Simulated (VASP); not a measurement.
**MnAs: single point with PBE**

MnAs:

```
As Mn
1.0
     3.65198    0.00000    0.00000
    -1.82599    3.16271    0.00000
     0.00000    0.00000    5.49324
As Mn
2 2
Cartesian
  1.8260 1.0542 4.1199
  0.0000 2.1085 1.3733
  0.0000 0.0000 2.7466
  0.0000 0.0000 0.0000
```

- Program: VASP 6.6.1
- Task: single point
- Functional: PBE
- Potentials or basis: VASP PAW PBE potentials, release 64 (As, Mn_pv)
- Cutoff: 520 eV
- k mesh: 8 × 8 × 5
- Occupations: fermi-dirac, width 0.05 eV
- Spin: collinear spin, ferromagnetic start
- Starting moments: [0.0, 0.0, 4.0, 4.0] μB

```
Pressure                                              : 0.1 GPa
Net moment                                            : 5.59 μB per cell
Site moments                                          : As -0.12; Mn +2.86 μB
Valence electrons inside the program's atomic spheres : As 2.81; Mn 11.68
```

Levels at points of the mesh, in eV from the Fermi level:
Spin up:
```csv
k point,band 19,band 20,band 21,band 22,band 23,band 24
"(0.00, 0.00, 0.00)",-0.05,0.59,0.59,1.79,3.20,3.20
"(0.50, 0.00, 0.00)",-1.91,-1.63,-1.42,-0.17,1.47,3.59
```
Spin down:
```
           k point  band 11  band 12  band 13  band 14  band 15  band 16  band 17  band 18  band 19  band 20
(0.00, 0.00, 0.00)    -3.20    -1.45    -0.42    -0.42    -0.19    -0.19     0.55     0.55     1.20     1.20
(0.50, 0.00, 0.00)    -3.48    -3.37    -3.02    -2.24    -1.65     0.52     0.58     0.65     0.67     1.31
```

Run time: 68 s on 1 thread of Intel(R) Xeon(R) 6975P-C (Granite Rapids) (shared host), peak memory 0.25 GiB.

Caveat: the run started ferromagnetic, and an antiferromagnetic order may lie lower in energy.
